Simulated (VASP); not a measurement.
Write the native input for VASP 6.6.1 that does the following.

```yaml
Task: single point
Functional: r2SCAN
Potentials_or_basis: VASP PAW PBE potentials, release 64 (Pt, Se)
Cutoff: 520 eV
k_mesh: 8 × 8 × 8
Occupations: fermi-dirac, width 0.02 eV
Spin: no spin polarisation
Dipole_correction: no
Further_INCAR_settings: ALGO = Normal; EDIFF = 1e-06; NBANDS = 18
```

Crystal: PtSe2.

```
CELL_PARAMETERS angstrom
0.00000 3.13090 3.13090
3.13090 0.00000 3.13090
3.13090 3.13090 0.00000
ATOMIC_POSITIONS crystal
Pt 0.00000 0.00000 0.00000
Se 0.25000 0.25000 0.25000
Se 0.75000 0.75000 0.75000
```

The input as run:

POSCAR

```
PtSe2
1.0
    0.0000000000      3.1308957810      3.1308957810
    3.1308957810      0.0000000000      3.1308957810
    3.1308957810      3.1308957810      0.0000000000
Pt Se
1 2
Direct
    0.0000000000      0.0000000000      0.0000000000
    0.2500000000      0.2500000000      0.2500000000
    0.7500000000      0.7500000000      0.7500000000
```

INCAR.step1

```
PREC = Accurate
ENCUT = 520
ISMEAR = -1
SIGMA = 0.02
LREAL = False
LASPH = True
NELM = 60
NBANDS = 18
GGA = PE
ALGO = Normal
EDIFF = 1E-4
LWAVE = True
LCHARG = False
```

INCAR.step2

```
PREC = Accurate
ENCUT = 520
EDIFF = 1E-6
ISMEAR = -1
SIGMA = 0.02
LREAL = False
LASPH = True
NELM = 60
ALGO = Normal
ISIF = 2
LWAVE = False
LCHARG = False
METAGGA = R2SCAN
LMIXTAU = True
NBANDS = 18
ISTART = 1
```

KPOINTS

```
regular mesh
0
Gamma
  8 8 8
```

Potentials or basis: VASP PAW PBE potentials, release 64 (Pt, Se).

The run is started by

```sh
$ cat potpaw_PBE.64/Pt/POTCAR potpaw_PBE.64/Se/POTCAR > POTCAR
$ cp INCAR.step1 INCAR
$ mpirun -np 1 vasp_std > vasp.out
$ cp INCAR.step2 INCAR
$ mpirun -np 1 vasp_std > vasp.out
```

It gave:

The pressure is -0.1 GPa. The band gap on the k mesh is zero (bands 11 and 12 overlap by 0.42 eV).

Caveat: the PAW data sets were made with another functional, which shifts forces and pressure a little; spin-orbit coupling is left out, which moves the levels of the heavy elements.

Wall time 110 s on 1 thread of Intel(R) Xeon(R) Platinum 8488C (Sapphire Rapids), on a shared host, peak memory 0.22 GiB.
